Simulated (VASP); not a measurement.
A run of VASP 6.6.1:

The input INCAR:

```
SYSTEM = Al16N16O
ALGO = Normal
EDIFF = 1E-6
ENCUT = 520
GGA = PE
GGA_COMPAT = .FALSE.
ISIF = 2
ISMEAR = -1
LASPH = .TRUE.
LCHARG = .FALSE.
LREAL = Auto
LWAVE = .FALSE.
NBANDS = 89
NELM = 120
PREC = Accurate
SIGMA = 0.01
```

Contents of KPOINTS:

```
Automatic mesh
0
Gamma
  2 2 2
  0.5 0.5 0.5
```

Contents of POSCAR:

```
Al16N16O
1.0
    6.2595139100      0.0000000600      0.0000000000
   -3.1297570100      5.4208980300      0.0000000000
    0.0000000000      0.0000000000     10.0348065900
Al N O
16 16 1
Direct
    0.3356066500      0.1694048700      0.2529381900
    0.1774448800      0.3398813200      0.5025872900
    0.3423879500      0.1727148000      0.7557413600
    0.1721437700      0.3399342200      1.0006983500
    0.3268643800      0.6664244000      0.2504287800
    0.1870579900      0.8409655000      0.5087671100
    0.3441284800      0.6715281300      0.7497884300
    0.1718976900      0.8379817800      1.0009509200
    0.8351520800      0.1728565700      0.2545564700
    0.6726450500      0.3316437500      0.5103256300
    0.8443162100      0.1729774600      0.7487179800
    0.6751823500      0.3417846700      1.0018233600
    0.8705856400      0.6407496100      0.2721267500
    0.6846001800      0.8373221700      0.4937822800
    0.8441974500      0.6719663800      0.7488549800
    0.6737762900      0.8423250700      0.9850274500
    0.3417679600      0.1717277900      0.4431219700
    0.1669327400      0.3344858400      0.1910730900
    0.3391180700      0.1742512000      0.9449905400
    0.1794886100      0.3377151500      0.6912658200
    0.3441566000      0.6732965600      0.4405282900
    0.1702203300      0.8357043500      0.1904955700
    0.3350642300      0.6714737800      0.9378304500
    0.1823855600      0.8410839700      0.6958929700
    0.8438249200      0.1808819800      0.4459485400
    0.6710715300      0.3417436200      0.1928145200
    0.8421955200      0.1799056600      0.9367894200
    0.6736188600      0.3345581900      0.6969000400
    0.8553955700      0.6615514600      0.4588653400
    0.6226492800      0.8692802000      0.1646740800
    0.8398887400      0.6747195300      0.9399969100
    0.6786329500      0.8376540500      0.6891819000
   -0.2448689500     -0.1624142000      0.2789081200
```

Potentials or basis: VASP PAW PBE potentials, release 64 (Al, N, O).

Run with:

```sh
$ cat potpaw_PBE.64/Al/POTCAR potpaw_PBE.64/N/POTCAR potpaw_PBE.64/O/POTCAR > POTCAR
$ mpirun -np 1 vasp_std > vasp.out
```

Hardware: 1 thread of Oxide Virtual Turin-like Processor (shared host).

Question: How long does it take, and how much memory?

Answer: Wall time 25 min on 1 thread of Oxide Virtual Turin-like Processor, on a shared host, peak memory 0.52 GiB. Counts: scf iterations 16, k points 12.
